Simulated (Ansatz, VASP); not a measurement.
## Two plane-wave programs on CsPbCl3

```
Cs Pb Cl
1.0
     4.05561    2.34151    3.31266
    -4.05561    2.34151    3.31266
     0.00000   -4.68301    3.31266
Cs Pb Cl
1 1 3
Direct
  0.50000 0.50000 0.50000
  0.00000 0.00000 0.00000
  0.50000 0.00000 0.00000
  0.00000 0.00000 0.50000
  0.00000 0.50000 0.00000
```

Alike in both runs: task relaxation of cell and atoms; functional PBE; k mesh 6 × 6 × 6; occupations gaussian, width 0.02 eV; no spin polarisation.

|  | VASP | Ansatz |
| --- | --- | --- |
| version | VASP 6.6.1 | Ansatz 0.2.0 |
| potentials or method | VASP PAW PBE potentials, release 64 (Cs_sv, Pb_d, Cl), cutoff 600 eV | scalar-relativistic, plane waves, PAW |
| valence electrons in the cell | 44 | 44 |

```csv
,VASP,Ansatz,Ansatz less VASP
"gap on the k mesh at the Fermi level, each at its own relaxed structure (eV)",2.22,2.21,-0.008
relaxed volume (Å³/atom),37.75,37.75,0.000
relaxed cell length with the largest relative difference (Å),5.736,5.736,0.0000
```

Ansatz's warnings: structure snapped to symmetry.

Spin-orbit coupling is off throughout. Noted on VASP's run: the relaxation stopped at its first step, so nothing moved.
